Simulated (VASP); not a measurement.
A run of VASP 6.6.1:

The input INCAR:

```
SYSTEM = AsSe3
ALGO = Normal
EDIFF = 1E-6
ENCUT = 500
GGA = PE
GGA_COMPAT = .False.
ISIF = 2
ISMEAR = 0
LASPH = .True.
LCHARG = .False.
LREAL = .False.
LWAVE = .False.
NBANDS = 20
NELM = 120
PREC = Accurate
SIGMA = 0.2
```

Contents of KPOINTS:

```
k-points
0
Gamma
  5 5 5
  0 0 0
```

File POSCAR:

```
AsSe3
1.0
    0.0000000000      3.4340859574      3.4340859574
    3.4340859574      0.0000000000      3.4340859574
    3.4340859574      3.4340859574      0.0000000000
As Se
1 3
Direct
    0.5000000000      0.5000000000      0.5000000000
    0.2500000000      0.2500000000      0.2500000000
    0.0000000000      0.0000000000      0.0000000000
    0.7500000000      0.7500000000      0.7500000000
```

Potentials or basis: VASP PAW PBE potentials, release 64 (As, Se).

Run with:

```sh
$ cat potpaw_PBE.64/As/POTCAR potpaw_PBE.64/Se/POTCAR > POTCAR
$ mpirun -np 1 vasp_std > vasp.out
```

Hardware: 1 thread of Intel(R) Xeon(R) Platinum 8488C (Sapphire Rapids) (shared host).

Question: Estimate the wall time of this run.

Answer: Run time: 19 s on 1 thread of Intel(R) Xeon(R) Platinum 8488C (Sapphire Rapids) (shared host), peak memory 0.2 GiB. Counts: scf iterations 11, k points 10.
